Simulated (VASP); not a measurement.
# Ge (I4_1/amd) in VASP: further runs

Runs on Ge. Level: PBEsol. Tasks: single point.

All numbers are computed with VASP 6.6.1; they aren't measurements. Logs are shortened: lines on timing, memory, paths and dates and some standing lists are left out, and cuts for length are marked.

## Step 1: The cell of the first run

Symmetry: I4_1/amd, No. 141, tetragonal system. The conventional cell has a = 4.870 Å, b = 4.870 Å, c = 2.654 Å, α = 90.00°, β = 90.00°, γ = 90.00°. Within 3.3 Å of Ge (site symmetry -4m2) lie 10 Ge at 2.52 to 3.14 Å.

## Step 2: Single point, PBEsol (strain -0.050 along x and y, -0.050 along z)

File INCAR:

```
SYSTEM = Ge
PREC     = Accurate       ! precision mode
ENCUT    = 520            ! plane-wave cutoff, eV
EDIFF    = 1E-7           ! SCF threshold, eV
ISMEAR   = 0              ! smearing method
SIGMA    = 0.15           ! smearing width, eV
LREAL    = .False.        ! projectors in reciprocal space
LASPH    = .True.         ! aspherical terms in the spheres
NELM     = 80             ! most SCF steps
ALGO     = Fast           ! electronic algorithm
ISIF     = 2              ! what is computed and relaxed
LWAVE    = .False.        ! write WAVECAR
LCHARG   = .False.        ! write CHGCAR
GGA      = PS             ! functional
NBANDS   = 21             ! bands
```

File KPOINTS:

```
Automatic mesh
0
Gamma
  24 24 24
  0 0 0
```

File POSCAR:

```
Ge
1.0
   -2.4348621169      2.4348621169      1.3268291593
    2.4348621169     -2.4348621169      1.3268291593
    2.4348621169      2.4348621169     -1.3268291593
Ge
2
Direct
    0.2500000000      0.7500000000      0.5000000000
    0.5000000000      0.5000000000      0.0000000000
```

Potentials or basis: VASP PAW PBE potentials, release 64 (Ge_d).

On the command line:

```console
cat potpaw_PBE.64/Ge_d/POTCAR > POTCAR
mpirun -np 1 vasp_std > vasp.out
```

OUTCAR:

```text
SYSTEM = Ge
   PREC = Accurate
   ENCUT = 520
   EDIFF = 1E-7
   ISMEAR = 0
   LREAL = .False.
   LASPH = .True.
   NELM = 80
   ISIF = 2
   GGA = PS

 ion  position               nearest neighbor table
   1  0.250  0.750  0.500-   2 2.52   2 2.52   2 2.52   2 2.52
   2  0.500  0.500  0.000-   1 2.52   1 2.52   1 2.52   1 2.52

  LATTYP: Found a body centered tetragonal cell.
 ALAT       =     4.8697242338
 C/A-ratio  =     0.5449298957

  Lattice vectors:

 A1 = (  -2.4348621169,   2.4348621169,   1.3268291593)
 A2 = (   2.4348621169,  -2.4348621169,   1.3268291593)
 A3 = (   2.4348621169,   2.4348621169,  -1.3268291593)

Analysis of symmetry for initial positions (statically):
=====================================================================
 Subroutine PRICEL returns:
 Original cell was already a primitive cell.

 Routine SETGRP: Setting up the symmetry group for a
 body centered tetragonal supercell.

 Subroutine GETGRP returns: Found 16 space group operations
 (whereof  8 operations were pure point group operations)
 out of a pool of 16 trial point group operations.

The static configuration has the point symmetry D_2d.
 The point group associated with its full space group is D_4h.

Analysis of symmetry for dynamics (positions and initial velocities):
=====================================================================
 Subroutine PRICEL returns:
 Original cell was already a primitive cell.

 Routine SETGRP: Setting up the symmetry group for a
 body centered tetragonal supercell.

 Subroutine GETGRP returns: Found 16 space group operations
 (whereof  8 operations were pure point group operations)
 out of a pool of 16 trial point group operations.

The dynamic configuration has the point symmetry D_2d.
 The point group associated with its full space group is D_4h.

 Subroutine INISYM returns: Found 16 space group operations
 (whereof  8 operations are pure point group operations),
 and found     1 'primitive' translations

----------------------------------------------------------------------------------------

                                     Primitive cell

  volume of cell :      31.4647

  direct lattice vectors                    reciprocal lattice vectors
    -2.434862117  2.434862117  1.326829159     0.000000000  0.205350437  0.376838266
     2.434862117 -2.434862117  1.326829159     0.205350437  0.000000000  0.376838266
     2.434862117  2.434862117 -1.326829159     0.205350437  0.205350437  0.000000000

  length of vectors
     3.690200899  3.690200899  3.690200899     0.429157175  0.429157175  0.290409373

  position of ions in fractional coordinates (direct lattice)
     0.250000000  0.750000000  0.500000000
     0.500000000  0.500000000  0.000000000

  ion indices of the primitive-cell ions
   primitive index   ion index
                 1           1
                 2           2

----------------------------------------------------------------------------------------

 KPOINTS: Automatic mesh

Automatic generation of k-mesh.
 Grid dimensions read from file:
 generate k-points for:   24   24   24

 Generating k-lattice:

  Cartesian coordinates                     Fractional coordinates (reciprocal lattice)
     0.000000000  0.008556268  0.015701594     0.041666667  0.000000000  0.000000000
     0.008556268  0.000000000  0.015701594     0.000000000  0.041666667  0.000000000
     0.008556268  0.008556268  0.000000000     0.000000000  0.000000000  0.041666667

  Length of vectors
     0.017881549  0.017881549  0.012100391

  Shift w.r.t. Gamma in fractional coordinates (k-lattice)
     0.000000000  0.000000000  0.000000000

 Subroutine IBZKPT returns following result:
 ===========================================

 Found   1063 irreducible k-points:

 Following reciprocal coordinates:
            Coordinates               Weight
  0.000000  0.000000  0.000000      1.000000
  0.041667  0.000000  0.000000      8.000000
  0.083333  0.000000 -0.000000      8.000000
  0.125000  0.000000 -0.000000      8.000000
  0.166667  0.000000 -0.000000      8.000000
  0.208333 -0.000000  0.000000      8.000000
[... 16 lines left out ...]
  0.416667  0.041667 -0.000000     16.000000
  0.458333  0.041667 -0.000000     16.000000
 [... further k-points ...]
   k-points           NKPTS =   1063   k-points in BZ     NKDIM =   1063   number of bands    NBANDS=     21
   number of dos      NEDOS =    301   number of ions     NIONS =      2
   total plane-waves  NPLWV =  21952
   dimension x,y,z NGX =    28 NGY =   28 NGZ =   28
   dimension x,y,z NGXF=    56 NGYF=   56 NGZF=   56
   ions per type =               2
   NGX,Y,Z   is equivalent  to a cutoff of  12.61, 12.61, 12.61 a.u.
   NGXF,Y,Z  is equivalent  to a cutoff of  25.23, 25.23, 25.23 a.u.
 SYSTEM =  Ge
   PREC   = accura    normal or accurate (medium, high low for compatibility)
   ISTART =      0    job   : 0-new  1-cont  2-samecut
   ICHARG =      2    charge: 1-file 2-atom 10-const
   ISPIN  =      1    spin polarized calculation?
   LNONCOLLINEAR =      F non collinear calculations
   LSORBIT =      F    spin-orbit coupling
   LASPH  =      T    aspherical Exc in radial PAW
   ENCUT  =  520.0 eV  38.22 Ry    6.18 a.u.   6.86  6.86  6.86*2*pi/ulx,y,z
   NELM   =     80;   NELMIN=  2; NELMDL= -5     # of ELM steps
   EDIFF  = 0.1E-06   stopping-criterion for ELM
   LREAL  =      F    real-space projection
   EDIFFG = 0.1E-05   stopping-criterion for IOM
   NSW    =      0    number of steps for IOM
   IBRION =     -1    ionic relax: 0-MD 1-quasi-New 2-CG
   NFREE  =      0    steps in history (QN), initial steepest desc. (CG)
   ISIF   =      2    stress and relaxation
   ISYM   =      2    0-nonsym 1-usesym 2-fastsym
   POTIM  = 0.5000    time-step for ionic-motion
   TEBEG  =    0.0;   TEEND  =   0.0 temperature during run
   PSTRESS=    0.0 pullay stress
   NELECT =      28.0000    total number of electrons
   NUPDOWN=      -1.0000    fix difference up-down
   EMIN   =  10.00;   EMAX   =-10.00  energy-range for DOS
   EFERMI =   0.00;   METHOD = LEGACY
   ISMEAR =     0;   SIGMA  =   0.15  broadening in eV -4-tet -1-fermi 0-gaus
   EFERMI_NEDOS =   21; number of points for ismear=-14 and -15
   IALGO  =     68    algorithm
   IMIX   =      4    mixing-type and parameters
     AMIX     =   0.40;   BMIX     =  1.00
     AMIX_MAG =   1.60;   BMIX_MAG =  1.00
  volume/ion in A,a.u.               =      15.73       106.17
  Fermi-wavevector in a.u.,A,eV,Ry     =   1.574658  2.975672 33.736299  2.479548
  Thomas-Fermi vector in A             =   2.675759
   LORBIT       =      0    0 simple, 1 ext, 2 COOP (PROOUT), +10 PAW based schemes
   GGA     = PS    functional components
   LHFCALC =     F    Hartree Fock is set to
   AEXX    =    0.0000 exact exchange contribution
   IVDW    =     0    specifies the selected vdW correction
   LEPSILON=     F    determine dielectric tensor
   LRPA    =     F    only Hartree local field effects (RPA)
 non-spin polarized calculation
 RMM-DIIS sequential band-by-band and
 Gauss-broadening in eV      SIGMA  =   0.15
  energy-cutoff  :      520.00
  volume of cell :       31.46
 maximum number of plane-waves:       866
   NGX = 13   NGY = 13   NGZ = 13

 number of electron      28.0000008 magnetization

 Free energy of the ion-electron system (eV)
  ---------------------------------------------------
  ext. energy  EPLUGINS =         0.00000000
  ---------------------------------------------------
  free energy    TOTEN  =        -9.29369826 eV

  energy without entropy =       -9.28650218  energy(sigma->0) =       -9.29010022

 E-fermi :   8.6353     XC(G=0): -12.3243

 val. band max:        8.6318060586   @ k =   0.2917   0.0833   0.0833
 cond. band min:       8.6408526340   @ k =   0.2083   0.0833   0.0000
 fundamental gap:      0.0090465755
 Fermi energy:         8.6353270124

 k-point     1 :       0.0000    0.0000    0.0000
  band No.  band energies     occupation
      1     -16.2838      2.00000
      2     -16.2012      2.00000
      3     -16.1778      2.00000
      4     -16.1587      2.00000
      5     -15.9880      2.00000
      6     -15.9880      2.00000
[... 13 lines left out ...]
     20      21.1457      0.00000
     21      22.1210      0.00000

 k-point     2 :       0.0417    0.0000    0.0000
  band No.  band energies     occupation
      1     -16.2827      2.00000
      2     -16.1976      2.00000
      3     -16.1762      2.00000
      4     -16.1540      2.00000
      5     -15.9920      2.00000
      6     -15.9917      2.00000
[... 13 lines left out ...]
     20      21.1639      0.00000
     21      22.4099      0.00000

 k-point     3 :       0.0833    0.0000   -0.0000
  band No.  band energies     occupation
      1     -16.2795      2.00000
      2     -16.1871      2.00000
      3     -16.1715      2.00000
      4     -16.1408      2.00000
      5     -16.0012      2.00000
      6     -15.9993      2.00000
[... 13 lines left out ...]
     20      20.9293      0.00000
     21      21.4743      0.00000

 k-point     4 :       0.1250    0.0000   -0.0000
  band No.  band energies     occupation
      1     -16.2740      2.00000
      2     -16.1712      2.00000
      3     -16.1640      2.00000
      4     -16.1212      2.00000
      5     -16.0135      2.00000
      6     -16.0069      2.00000
[... 13 lines left out ...]
     20      20.0927      0.00000
     21      20.5355      0.00000

 k-point     5 :       0.1667    0.0000   -0.0000
  band No.  band energies     occupation
      1     -16.2664      2.00000
      2     -16.1543      2.00000
      3     -16.1519      2.00000
      4     -16.0993      2.00000
      5     -16.0277      2.00000
      6     -16.0110      2.00000
[... 13 lines left out ...]
     20      19.2482      0.00000
     21      20.1072      0.00000

 k-point     6 :       0.2083   -0.0000    0.0000
  band No.  band energies     occupation
      1     -16.2574      2.00000
      2     -16.1434      2.00000
      3     -16.1331      2.00000
      4     -16.0816      2.00000
      5     -16.0426      2.00000
      6     -16.0082      2.00000
[... 13 lines left out ...]
     20      18.5142      0.00000
     21      20.1475      0.00000

 k-point     7 :       0.2500    0.0000   -0.0000
  band No.  band energies     occupation
      1     -16.2478      2.00000
      2     -16.1327      2.00000
      3     -16.1191      2.00000
      4     -16.0747      2.00000
      5     -16.0564      2.00000
      6     -16.0037      2.00000
[... 13 lines left out ...]
     20      17.9013      0.00000
     21      20.4827      0.00000
[... 291 lines left out ...]
      1     -16.2356      2.00000
      2     -16.1254      2.00000
      3     -16.1078      2.00000
      4     -16.0818      2.00000
      5     -16.0705      2.00000
      6     -16.0230      2.00000
[... 13 lines left out ...]
     20      17.0015      0.00000
     21      21.2246      0.00000

 k-point    21 :       0.3333    0.0417   -0.0000
  band No.  band energies     occupation
      1     -16.2289      2.00000
      2     -16.1296      2.00000
      3     -16.1078      2.00000
      4     -16.0950      2.00000
      5     -16.0660      2.00000
      6     -16.0308      2.00000
[... 13 lines left out ...]
     20      17.6416      0.00000
     21      21.9197      0.00000

 k-point    22 :       0.3750    0.0417    0.0000
  band No.  band energies     occupation
      1     -16.2229      2.00000
      2     -16.1357      2.00000
      3     -16.1197      2.00000
      4     -16.0958      2.00000
      5     -16.0579      2.00000
      6     -16.0370      2.00000
[... 13 lines left out ...]
     20      18.9096      0.00000
     21      22.6503      0.00000

 k-point    23 :       0.4167    0.0417   -0.0000
  band No.  band energies     occupation
      1     -16.2175      2.00000
      2     -16.1405      2.00000
      3     -16.1329      2.00000
      4     -16.0928      2.00000
      5     -16.0501      2.00000
      6     -16.0409      2.00000
[... 13 lines left out ...]
     20      20.2835      0.00000
     21      22.5765      0.00000

 k-point    24 :       0.4583    0.0417   -0.0000
  band No.  band energies     occupation
      1     -16.2132      2.00000
      2     -16.1439      2.00000
      3     -16.1400      2.00000
      4     -16.0909      2.00000
      5     -16.0452      2.00000
      6     -16.0423      2.00000
[... 13 lines left out ...]
     20      21.3844      0.00000
     21      21.8996      0.00000

 [... further k-points ...]
[... 5 lines left out ...]
  --------------------------------------------------------------------------------------
  -------------------------------------------------------------------------------------
  Total        3.4248865      3.4248865      3.5158294      0.0000000     -0.0000000      0.0000000
  in kB      174.3945971    174.3945971    179.0253898      0.0000000     -0.0000000      0.0000000
  external PRESSURE =     175.9381946 kB  Pullay stress =       0.0000000 kB

 VOLUME and BASIS-vectors are now :
 -----------------------------------------------------------------------------
  energy-cutoff  :      520.00
  volume of cell :       31.46
      direct lattice vectors                 reciprocal lattice vectors
    -2.434862117  2.434862117  1.326829159     0.000000000  0.205350437  0.376838266
     2.434862117 -2.434862117  1.326829159     0.205350437  0.000000000  0.376838266
     2.434862117  2.434862117 -1.326829159     0.205350437  0.205350437  0.000000000

 POSITION                                       TOTAL-FORCE (eV/Angst)
 -----------------------------------------------------------------------------------
      2.43486     -0.00000      0.66341        -0.000000      0.000000      0.000000
      0.00000      0.00000      1.32683         0.000000     -0.000000     -0.000000
 -----------------------------------------------------------------------------------
    total drift:                                0.000000     -0.000000      0.000000

  FREE ENERGIE OF THE ION-ELECTRON SYSTEM (eV)
  ---------------------------------------------------
  free  energy   TOTEN  =        -9.2936982607 eV

  energy  without entropy=       -9.2865021832  energy(sigma->0) =       -9.29010022
```

Run time: 14 min. Hardware: 1 thread of Oxide Virtual Turin-like, shared host; peak memory 0.57 GiB.

What came out:

```yaml
Free_energy: -9.2937 eV
Pressure: 17.6 GPa
Band_gap_on_the_k_mesh: zero (bands 14 and 15 overlap by 6.66 eV)
```

Caveat: the cell differs from its parent crystal (strain -0.050 along x and y, -0.050 along z); the cell stands under pressure; the PAW data sets were made with another functional, which shifts forces and pressure a little.

## Step 3: Single point, PBEsol (strain -0.050 along x and y, -0.025 along z)

File INCAR:

```
SYSTEM = Ge
PREC = Accurate ; ENCUT = 520
EDIFF = 1E-6 ; ISMEAR = 0
SIGMA = 0.15 ; LREAL = .FALSE.
LASPH = .TRUE. ; NELM = 80
ALGO = Fast ; ISIF = 2
LWAVE = .FALSE. ; LCHARG = .FALSE.
GGA = PS ; NBANDS = 21
```

File KPOINTS:

```
regular mesh
0
G
  24 24 24
  0 0 0
```

File POSCAR:

```
Ge
1.0
   -2.4348621169      2.4348621169      1.3617457162
    2.4348621169     -2.4348621169      1.3617457162
    2.4348621169      2.4348621169     -1.3617457162
Ge
2
Direct
    0.2500000000      0.7500000000      0.5000000000
    0.5000000000      0.5000000000      0.0000000000
```

Potentials or basis: VASP PAW PBE potentials, release 64 (Ge_d).

On the command line:

```console
cat potpaw_PBE.64/Ge_d/POTCAR > POTCAR
mpirun -np 1 vasp_std > vasp.out
```

Run time: 12 min. Hardware: 1 thread of Oxide Virtual Turin-like, shared host; peak memory 0.58 GiB.

It converged, with:

* Free energy: -9.3692 eV
* Pressure: 14.2 GPa
* Band gap on the k mesh: zero (bands 14 and 15 overlap by 6.76 eV)

Stress tensor (GPa, compression positive):
```
15.30  0.00  0.00
 0.00 15.30  0.00
 0.00  0.00 12.08
```

Levels at points of the mesh, in eV from the Fermi level:
```tsv
k point	band 10	band 11	band 12	band 13	band 14	band 15	band 16	band 17	band 18	band 19
(0.00, 0.00, 0.00)	-24.41	-14.61	-3.20	-2.63	-2.63	3.04	8.69	8.83	8.83	8.92
(0.50, 0.00, 0.00)	-24.48	-8.70	-7.22	-2.43	-2.28	-1.85	2.15	4.08	6.33	9.62
(0.50, 0.50, 0.00)	-24.53	-11.46	-11.46	0.74	0.74	2.56	2.56	7.73	7.73	11.57
(0.50, 0.50, 0.50)	-24.60	-9.19	-9.19	-6.89	-6.89	5.99	5.99	13.17	13.17	16.93
```

Caveat: the cell differs from its parent crystal (strain -0.050 along x and y, -0.025 along z); the cell stands under pressure; the PAW data sets were made with another functional, which shifts forces and pressure a little.
